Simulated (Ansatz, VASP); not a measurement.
Two plane-wave programs on SrO

INCAR

```
  ALGO = Normal
  EDIFF = 1E-6
  ENCUT = 520
  GGA = PE
  ISIF = 2
  ISMEAR = 0
  LASPH = T
  LCHARG = T
  LELF = T
  LREAL = F
  LVHAR = T
  LWAVE = F
  NBANDS = 15
  NELM = 60
  PREC = Accurate
  SIGMA = 0.05
```

Contents of KPOINTS:

```
k-points
0
Gamma
  8 8 8
```

Contents of POSCAR:

```
SrO
1.0
    0.0000000000      2.6982900000      2.6982900000
    2.6982900000      0.0000000000      2.6982900000
    2.6982900000      2.6982900000      0.0000000000
Sr O
1 1
Direct
    0.0000000000      0.0000000000      0.0000000000
    0.5000000000      0.5000000000      0.5000000000
```

Input for Ansatz:

```yaml
crystal:
  lattice:
    - [0.0, 2.69829, 2.69829]
    - [2.69829, 0.0, 2.69829]
    - [2.69829, 2.69829, 0.0]
  atoms:
    - { symbol: Sr, position: [0.0, 0.0, 0.0] }
    - { symbol: O, position: [0.5, 0.5, 0.5] }
basis:
  ecutwfc: 420
kpoints:
  mp_grid: { grid: [8, 8, 8] }
hamiltonian:
  xc: pbe
scf:
  occupations: { method: gaussian, width: 0.05 }
output:
  forces: true
  stress: true
  eigenvalues: true
```

Change from the starting cell: strain +0.050 along x and y, +0.050 along z, atoms carried along.

Alike in both runs: task single point; functional PBE; k mesh 8 × 8 × 8; occupations gaussian, width 0.05 eV; no spin polarisation.

|  | VASP | Ansatz |
| --- | --- | --- |
| version | VASP 6.6.1 | Ansatz 0.2.0 |
| potentials or method | VASP PAW PBE potentials, release 64 (Sr_sv, O), cutoff 520 eV | scalar-relativistic, plane waves, PAW |
| valence electrons in the cell | 16 | 16 |

|  | VASP | Ansatz | Ansatz less VASP |
| --- | --- | --- | --- |
| gap on the k mesh at the Fermi level (eV) | 3.03 | 3.05 | +0.016 |
| least direct gap on the mesh (eV) | 3.03 | 3.05 | +0.016 |
| pressure (GPa) | -7.2 | -7.5 | -0.30 |
